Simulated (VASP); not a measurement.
# V (Fm-3m) in VASP: further runs

Runs on V. Level: PBE. Tasks: single point.

All numbers are computed with VASP 6.6.1; they aren't measurements. Logs are shortened: lines on timing, memory, paths and dates and some standing lists are left out, and cuts for length are marked.

## 1. The cell of the first run

Symmetry: Fm-3m, No. 225, cubic system. Conventional cell: a = 3.790 Å, b = 3.790 Å, c = 3.790 Å, α = 90.00°, β = 90.00°, γ = 90.00°. Within 3.5 Å of V (site symmetry m-3m) lie 12 V at 2.68 Å.

## 2. Single point, PBE

INCAR

```
SYSTEM = V
PREC = Accurate
ENCUT = 520
EDIFF = 1E-6
ISMEAR = 0
SIGMA = 0.15
LREAL = .False.
LASPH = .True.
NELM = 60
ALGO = Fast
ISIF = 2
LWAVE = .False.
LCHARG = .False.
GGA = PE
NBANDS = 12
```

KPOINTS

```
Automatic mesh
0
Gamma
  22 22 22
  0 0 0
```

POSCAR

```
V
1.0
    0.0000000000      1.8950000000      1.8950000000
    1.8950000000      0.0000000000      1.8950000000
    1.8950000000      1.8950000000      0.0000000000
V
1
Direct
    0.0000000000      0.0000000000      0.0000000000
```

Potentials or basis: VASP PAW PBE potentials, release 64 (V_sv).

Started as:

```sh
$ cat potpaw_PBE.64/V_sv/POTCAR > POTCAR
$ mpirun -np 1 vasp_std > vasp.out
```

OUTCAR:

```text
SYSTEM = V
   PREC = Accurate
   ENCUT = 520
   EDIFF = 1E-6
   ISMEAR = 0
   LREAL = .False.
   LASPH = .True.
   NELM = 60
   ISIF = 2
   GGA = PE

 ion  position               nearest neighbor table
   1  0.000  0.000  0.000-

  LATTYP: Found a face centered cubic cell.
 ALAT       =     3.7900000000

  Lattice vectors:

 A1 = (   0.0000000000,   1.8950000000,   1.8950000000)
 A2 = (   1.8950000000,   0.0000000000,   1.8950000000)
 A3 = (   1.8950000000,   1.8950000000,   0.0000000000)

Analysis of symmetry for initial positions (statically):
=====================================================================
 Subroutine PRICEL returns:
 Original cell was already a primitive cell.

 Routine SETGRP: Setting up the symmetry group for a
 face centered cubic supercell.

 Subroutine GETGRP returns: Found 48 space group operations
 (whereof 48 operations were pure point group operations)
 out of a pool of 48 trial point group operations.

The static configuration has the point symmetry O_h .

Analysis of symmetry for dynamics (positions and initial velocities):
=====================================================================
 Subroutine PRICEL returns:
 Original cell was already a primitive cell.

 Routine SETGRP: Setting up the symmetry group for a
 face centered cubic supercell.

 Subroutine GETGRP returns: Found 48 space group operations
 (whereof 48 operations were pure point group operations)
 out of a pool of 48 trial point group operations.

The dynamic configuration has the point symmetry O_h .

 Subroutine INISYM returns: Found 48 space group operations
 (whereof 48 operations are pure point group operations),
 and found     1 'primitive' translations

----------------------------------------------------------------------------------------

                                     Primitive cell

  volume of cell :      13.6100

  direct lattice vectors                    reciprocal lattice vectors
     0.000000000  1.895000000  1.895000000    -0.263852243  0.263852243  0.263852243
     1.895000000  0.000000000  1.895000000     0.263852243 -0.263852243  0.263852243
     1.895000000  1.895000000  0.000000000     0.263852243  0.263852243 -0.263852243

  length of vectors
     2.679934701  2.679934701  2.679934701     0.457005490  0.457005490  0.457005490

  position of ions in fractional coordinates (direct lattice)
     0.000000000  0.000000000  0.000000000

  ion indices of the primitive-cell ions
   primitive index   ion index
                 1           1

----------------------------------------------------------------------------------------

 KPOINTS: Automatic mesh

Automatic generation of k-mesh.
 Grid dimensions read from file:
 generate k-points for:   22   22   22

 Generating k-lattice:

  Cartesian coordinates                     Fractional coordinates (reciprocal lattice)
    -0.011993284  0.011993284  0.011993284     0.045454545  0.000000000  0.000000000
     0.011993284 -0.011993284  0.011993284     0.000000000  0.045454545  0.000000000
     0.011993284  0.011993284 -0.011993284     0.000000000  0.000000000  0.045454545

  Length of vectors
     0.020772977  0.020772977  0.020772977

  Shift w.r.t. Gamma in fractional coordinates (k-lattice)
     0.000000000  0.000000000  0.000000000

 Subroutine IBZKPT returns following result:
 ===========================================

 Found    328 irreducible k-points:

 Following reciprocal coordinates:
            Coordinates               Weight
  0.000000  0.000000  0.000000      1.000000
  0.045455  0.000000  0.000000      8.000000
  0.090909  0.000000  0.000000      8.000000
  0.136364  0.000000  0.000000      8.000000
  0.181818  0.000000  0.000000      8.000000
  0.227273  0.000000  0.000000      8.000000
[... 16 lines left out ...]
  0.500000  0.045455  0.000000     24.000000
 -0.454545  0.045455  0.000000     24.000000
 [... further k-points ...]
   k-points           NKPTS =    328   k-points in BZ     NKDIM =    328   number of bands    NBANDS=     12
   number of dos      NEDOS =    301   number of ions     NIONS =      1
   total plane-waves  NPLWV =   8000
   dimension x,y,z NGX =    20 NGY =   20 NGZ =   20
   dimension x,y,z NGXF=    40 NGYF=   40 NGZF=   40
   ions per type =               1
   NGX,Y,Z   is equivalent  to a cutoff of  12.41, 12.41, 12.41 a.u.
   NGXF,Y,Z  is equivalent  to a cutoff of  24.81, 24.81, 24.81 a.u.
 SYSTEM =  V
   PREC   = accura    normal or accurate (medium, high low for compatibility)
   ISTART =      0    job   : 0-new  1-cont  2-samecut
   ICHARG =      2    charge: 1-file 2-atom 10-const
   ISPIN  =      1    spin polarized calculation?
   LNONCOLLINEAR =      F non collinear calculations
   LSORBIT =      F    spin-orbit coupling
   LASPH  =      T    aspherical Exc in radial PAW
   ENCUT  =  520.0 eV  38.22 Ry    6.18 a.u.   4.98  4.98  4.98*2*pi/ulx,y,z
   NELM   =     60;   NELMIN=  2; NELMDL= -5     # of ELM steps
   EDIFF  = 0.1E-05   stopping-criterion for ELM
   LREAL  =      F    real-space projection
   EDIFFG = 0.1E-04   stopping-criterion for IOM
   NSW    =      0    number of steps for IOM
   IBRION =     -1    ionic relax: 0-MD 1-quasi-New 2-CG
   NFREE  =      0    steps in history (QN), initial steepest desc. (CG)
   ISIF   =      2    stress and relaxation
   ISYM   =      2    0-nonsym 1-usesym 2-fastsym
   POTIM  = 0.5000    time-step for ionic-motion
   TEBEG  =    0.0;   TEEND  =   0.0 temperature during run
   PSTRESS=    0.0 pullay stress
   NELECT =      13.0000    total number of electrons
   NUPDOWN=      -1.0000    fix difference up-down
   EMIN   =  10.00;   EMAX   =-10.00  energy-range for DOS
   EFERMI =   0.00;   METHOD = LEGACY
   ISMEAR =     0;   SIGMA  =   0.15  broadening in eV -4-tet -1-fermi 0-gaus
   EFERMI_NEDOS =   21; number of points for ismear=-14 and -15
   IALGO  =     68    algorithm
   IMIX   =      4    mixing-type and parameters
     AMIX     =   0.40;   BMIX     =  1.00
     AMIX_MAG =   1.60;   BMIX_MAG =  1.00
  volume/ion in A,a.u.               =      13.61        91.84
  Fermi-wavevector in a.u.,A,eV,Ry     =   1.612266  3.046741 35.367013  2.599402
  Thomas-Fermi vector in A             =   2.707524
   LORBIT       =      0    0 simple, 1 ext, 2 COOP (PROOUT), +10 PAW based schemes
   GGA     = PE    functional components
   LHFCALC =     F    Hartree Fock is set to
   AEXX    =    0.0000 exact exchange contribution
   IVDW    =     0    specifies the selected vdW correction
   LEPSILON=     F    determine dielectric tensor
   LRPA    =     F    only Hartree local field effects (RPA)
 non-spin polarized calculation
 RMM-DIIS sequential band-by-band and
 Gauss-broadening in eV      SIGMA  =   0.15
  energy-cutoff  :      520.00
  volume of cell :       13.61
 maximum number of plane-waves:       380
   NGX =  9   NGY =  9   NGZ =  9

 number of electron      13.0000007 magnetization

 Free energy of the ion-electron system (eV)
  ---------------------------------------------------
  ext. energy  EPLUGINS =         0.00000000
  ---------------------------------------------------
  free energy    TOTEN  =        -8.75534809 eV

  energy without entropy =       -8.73631578  energy(sigma->0) =       -8.74583194

 E-fermi :   9.8971     XC(G=0): -12.8512

 val. band max:        9.8971057001   @ k =   0.0909   0.0000   0.0000
 cond. band min:       9.9060198328   @ k =   0.3636   0.1364   0.0000
 fundamental gap:      0.0089141327
 Fermi energy:         9.8971179282

 k-point     1 :       0.0000    0.0000    0.0000
  band No.  band energies     occupation
      1     -54.1586      2.00000
      2     -27.4837      2.00000
      3     -27.4837      2.00000
      4     -27.4837      2.00000
      5       3.0171      2.00000
      6      10.0610      0.12229
      7      10.0610      0.12229
      8      10.0610      0.12229
      9      11.8509      0.00000
     10      11.8509      0.00000
     11      27.6498      0.00000
     12      32.9224      0.00000

 k-point     2 :       0.0455    0.0000    0.0000
  band No.  band energies     occupation
      1     -54.1551      2.00000
      2     -27.5019      2.00000
      3     -27.4860      2.00000
      4     -27.4860      2.00000
      5       3.0957      2.00000
      6      10.0179      0.25487
      7      10.0890      0.07044
      8      10.0890      0.07043
      9      11.8336      0.00000
     10      11.8336      0.00000
     11      27.7043      0.00000
     12      32.2570      0.00000

 k-point     3 :       0.0909    0.0000    0.0000
  band No.  band energies     occupation
      1     -54.1448      2.00000
      2     -27.5550      2.00000
      3     -27.4926      2.00000
      4     -27.4926      2.00000
      5       3.3273      2.00000
      6       9.8971      1.00009
      7      10.1658      0.01132
      8      10.1658      0.01132
      9      11.7904      0.00000
     10      11.7904      0.00000
     11      27.8157      0.00000
     12      30.8476      0.00000

 k-point     4 :       0.1364    0.0000    0.0000
  band No.  band energies     occupation
      1     -54.1285      2.00000
      2     -27.6382      2.00000
      3     -27.5030      2.00000
      4     -27.5030      2.00000
      5       3.6993      2.00000
      6       9.7230      1.89942
      7      10.2674      0.00048
      8      10.2674      0.00048
      9      11.7489      0.00000
     10      11.7489      0.00000
     11      27.7442      0.00000
     12      29.5333      0.00000

 k-point     5 :       0.1818    0.0000    0.0000
  band No.  band energies     occupation
      1     -54.1075      2.00000
      2     -27.7440      2.00000
      3     -27.5163      2.00000
      4     -27.5163      2.00000
      5       4.1882      2.00000
      6       9.5323      1.99942
      7      10.3510      0.00002
      8      10.3510      0.00002
      9      11.7556      0.00000
     10      11.7556      0.00000
     11      26.9152      0.00000
     12      28.8800      0.00000

 k-point     6 :       0.2273    0.0000    0.0000
  band No.  band energies     occupation
      1     -54.0834      2.00000
      2     -27.8635      2.00000
      3     -27.5314      2.00000
      4     -27.5314      2.00000
      5       4.7552      2.00000
      6       9.3730      2.00000
      7      10.3701      0.00001
      8      10.3701      0.00001
      9      11.8581      0.00000
     10      11.8581      0.00000
     11      25.5357      0.00000
     12      28.6099      0.00000

 k-point     7 :       0.2727    0.0000    0.0000
  band No.  band energies     occupation
      1     -54.0582      2.00000
      2     -27.9867      2.00000
      3     -27.5471      2.00000
      4     -27.5471      2.00000
      5       5.3390      2.00000
      6       9.3063      2.00000
      7      10.3152      0.00008
      8      10.3152      0.00008
      9      12.0620      0.00000
     10      12.0620      0.00000
     11      24.0690      0.00000
     12      28.2656      0.00000

 k-point     8 :       0.3182    0.0000    0.0000
  band No.  band energies     occupation
      1     -54.0339      2.00000
      2     -28.1037      2.00000
      3     -27.5622      2.00000
      4     -27.5622      2.00000
      5       5.8527      2.00000
      6       9.4034      2.00000
      7      10.2165      0.00260
      8      10.2165      0.00260
      9      12.3266      0.00000
     10      12.3266      0.00000
     11      22.6391      0.00000
     12      27.8360      0.00000
[... 166 lines left out ...]
 k-point    20 :       0.3636    0.0455    0.0000
  band No.  band energies     occupation
      1     -54.0173      2.00000
      2     -28.1709      2.00000
      3     -27.5834      2.00000
      4     -27.5736      2.00000
      5       6.1718      2.00000
      6       9.4987      1.99983
      7      10.0887      0.07084
      8      10.2012      0.00415
      9      12.4579      0.00000
     10      12.6605      0.00000
     11      21.7634      0.00000
     12      27.5408      0.00000

 k-point    21 :       0.4091    0.0455    0.0000
  band No.  band energies     occupation
      1     -53.9991      2.00000
      2     -28.2564      2.00000
      3     -27.5925      2.00000
      4     -27.5875      2.00000
      5       6.4201      2.00000
      6       9.8199      1.53354
      7      10.0550      0.13649
      8      10.1026      0.05270
      9      12.7826      0.00000
     10      12.8745      0.00000
     11      20.5474      0.00000
     12      27.1694      0.00000

 k-point    22 :       0.4545    0.0455    0.0000
  band No.  band energies     occupation
      1     -53.9865      2.00000
      2     -28.3151      2.00000
      3     -27.5983      2.00000
      4     -27.5976      2.00000
      5       6.5339      2.00000
      6       9.8580      1.28741
      7      10.0275      0.21883
      8      10.3685      0.00001
      9      13.0133      0.00000
     10      13.0566      0.00000
     11      19.6137      0.00000
     12      26.9061      0.00000

 k-point    23 :       0.5000    0.0455    0.0000
  band No.  band energies     occupation
      1     -53.9805      2.00000
      2     -28.3426      2.00000
      3     -27.6052      2.00000
      4     -27.5982      2.00000
      5       6.5719      2.00000
      6       9.8382      1.42124
      7       9.9874      0.39490
      8      10.6125      0.00000
      9      13.0504      0.00000
     10      13.2289      0.00000
     11      19.1305      0.00000
     12      26.7795      0.00000

 k-point    24 :      -0.4545    0.0455    0.0000
  band No.  band energies     occupation
      1     -53.9817      2.00000
      2     -28.3370      2.00000
      3     -27.6077      2.00000
      4     -27.5943      2.00000
      5       6.5655      2.00000
      6       9.8525      1.32570
      7       9.9878      0.39257
      8      10.5612      0.00000
      9      12.9761      0.00000
     10      13.2549      0.00000
     11      19.2321      0.00000
     12      26.8003      0.00000

 [... further k-points ...]
[... 5 lines left out ...]
  --------------------------------------------------------------------------------------
  -------------------------------------------------------------------------------------
  Total        0.3596947      0.3596947      0.3596947      0.0000000      0.0000000      0.0000000
  in kB       42.3435242     42.3435242     42.3435242      0.0000000      0.0000000      0.0000000
  external PRESSURE =      42.3435242 kB  Pullay stress =       0.0000000 kB

 VOLUME and BASIS-vectors are now :
 -----------------------------------------------------------------------------
  energy-cutoff  :      520.00
  volume of cell :       13.61
      direct lattice vectors                 reciprocal lattice vectors
     0.000000000  1.895000000  1.895000000    -0.263852243  0.263852243  0.263852243
     1.895000000  0.000000000  1.895000000     0.263852243 -0.263852243  0.263852243
     1.895000000  1.895000000  0.000000000     0.263852243  0.263852243 -0.263852243

 POSITION                                       TOTAL-FORCE (eV/Angst)
 -----------------------------------------------------------------------------------
      0.00000      0.00000      0.00000         0.000000      0.000000      0.000000
 -----------------------------------------------------------------------------------
    total drift:                                0.000000     -0.000000      0.000000

  FREE ENERGIE OF THE ION-ELECTRON SYSTEM (eV)
  ---------------------------------------------------
  free  energy   TOTEN  =        -8.7553480910 eV

  energy  without entropy=       -8.7363157803  energy(sigma->0) =       -8.74583194
```

It took 28 s on 1 thread of Intel Xeon Platinum 8559C (Emerald Rapids), shared host; peak memory 0.16 GiB.

What came out:

```
Free energy : -8.7553 eV
Pressure    : 4.2 GPa
```

[end of part 1 of 2]
